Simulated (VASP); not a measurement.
Runs of VASP 6.6.1 on Cu. The structure is that of space group P6/mmm (No. 191), or close to it. The cells are those of the table. This isn't the form of Cu at room conditions, which is fcc.

```tsv
task	cell	k mesh	cutoff (eV)	gap on the mesh (eV)	pressure (GPa)
single point	a = 3.995, b = 3.995, c = 2.400 Å, angles 90.0, 90.0, 120.0°, 3 atoms	10 × 10 × 14	520	none	8.1
single point	a = 4.206, b = 4.206, c = 2.526 Å, angles 90.0, 90.0, 120.0°, 3 atoms	10 × 10 × 14	520	none	-13.0
single point	a = 4.050, b = 4.050, c = 2.432 Å, angles 90.0, 90.0, 120.0°, 3 atoms	10 × 10 × 14	520	none	(b)
single point	a = 3.881, b = 3.881, c = 2.331 Å, angles 90.0, 90.0, 120.0°, 3 atoms	10 × 10 × 14	520	none	29.0
single point	a = 4.050, b = 4.050, c = 2.432 Å, angles 90.0, 90.0, 120.0°, 3 atoms	9 × 9 × 13	520	none	0.9
single point	a = 4.155, b = 4.155, c = 2.496 Å, angles 90.0, 90.0, 120.0°, 3 atoms	10 × 10 × 14	520	none	(a)
relaxation of cell and atoms	relaxed from a = 4.056, b = 4.056, c = 2.486 Å, angles 90.0, 90.0, 120.0°, 3 atoms	9 × 9 × 13	600	none	0.0
single point	a = 3.939, b = 3.939, c = 2.366 Å, angles 90.0, 90.0, 120.0°, 3 atoms	10 × 10 × 14	520	none	17.3
```

Alike in all rows: level PBEsol; potentials or basis VASP PAW PBE potentials, release 64 (Cu); no spin polarisation; smearing fermi-dirac 0.1 eV.

Question: Estimate the missing entries.

Answer: (a) -9.5; (b) 0.7.

Caveats: the PAW data sets were made with another functional, which shifts forces and pressure a little; the cell stands under pressure (at least some runs); the cell stands under tension (at least some runs).

A gap of «none» marks levels without a gap at the run's occupations.
